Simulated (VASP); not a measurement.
Set up this calculation in VASP 6.6.1, as the native input.

```
Task                   : single point
Functional             : PBE
Dispersion             : D3(BJ)
Potentials or basis    : VASP PAW PBE potentials, release 64 (B, N)
Cutoff                 : 520 eV
k mesh                 : 12 × 12 × 4
Occupations            : gaussian, width 0.05 eV
Spin                   : no spin polarisation
Dipole correction      : no
Further INCAR settings : ALGO = Normal; EDIFF = 1e-07; NBANDS = 16
```

The structure of BN lies in POSCAR:

```
BN
1.0
    2.5064254004      0.0000000000      0.0000000000
   -1.2532127002      2.1706280695      0.0000000000
    0.0000000000      0.0000000000      6.6141209397
B N
2 2
Direct
    0.3333333333      0.6666666667      0.2500000000
    0.6666666667      0.3333333333      0.7500000000
    0.3333333333      0.6666666667      0.7500000000
    0.6666666667      0.3333333333      0.2500000000
```

One way to write it, as run:

INCAR

```
ALGO = Normal ; EDIFF = 1E-7
ENCUT = 520 ; GGA = PE
ISIF = 2 ; ISMEAR = 0
IVDW = 12 ; LASPH = T
LCHARG = F ; LREAL = F
LWAVE = F ; NBANDS = 16
NELM = 100 ; PREC = Accurate
SIGMA = 0.05
```

KPOINTS

```
k-points
0
Gamma
  12 12 4
```

Potentials or basis: VASP PAW PBE potentials, release 64 (B, N).

The run is started by

```console
$ cat potpaw_PBE.64/B/POTCAR potpaw_PBE.64/N/POTCAR > POTCAR
$ mpirun -np 1 vasp_std > vasp.out
```

It gave:

The pressure is 0.1 GPa, the band gap on the k mesh is 4.27 eV (least direct gap 4.63 eV) and the dispersion energy per atom is -0.142 eV.

It took 58 s on 1 thread of Intel Xeon 8259CL, with other jobs on the host, peak memory 0.17 GiB.
